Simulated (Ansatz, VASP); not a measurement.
**HgH2 in VASP and in Ansatz**

```
CELL_PARAMETERS angstrom
9.00000 0.00000 0.00000
0.00000 9.00000 0.00000
0.00000 0.00000 12.31000
ATOMIC_POSITIONS crystal
Hg 0.50000 0.50000 0.50010
H 0.50000 0.50000 0.63464
H 0.50000 0.50000 0.36556
```

Alike in both runs: task single point; functional PBE; k mesh 1 × 1 × 1; occupations gaussian, width 0.01 eV; no spin polarisation.

|  | VASP | Ansatz |
| --- | --- | --- |
| version | VASP 6.6.1 | Ansatz 0.2.0 |
| potentials or method | VASP PAW PBE potentials, release 64 (Hg_sv_GW, H), cutoff 410 eV | scalar-relativistic, plane waves, PAW |
| valence electrons in the cell | 22 | 22 |

|  | VASP | Ansatz | Ansatz less VASP |
| --- | --- | --- | --- |
| gap on the k mesh at the Fermi level (eV) | 5.54 | 5.54 | -0.001 |
| rms of the force components (eV/Å) | 0.006 | 0.007 | +0.0010 |

Atom by atom the forces differ by 0.001 eV/Å (rms over components). With one functional, cell and mesh, what is left measures potentials, basis and numerics.

Neither program's run includes spin-orbit coupling.
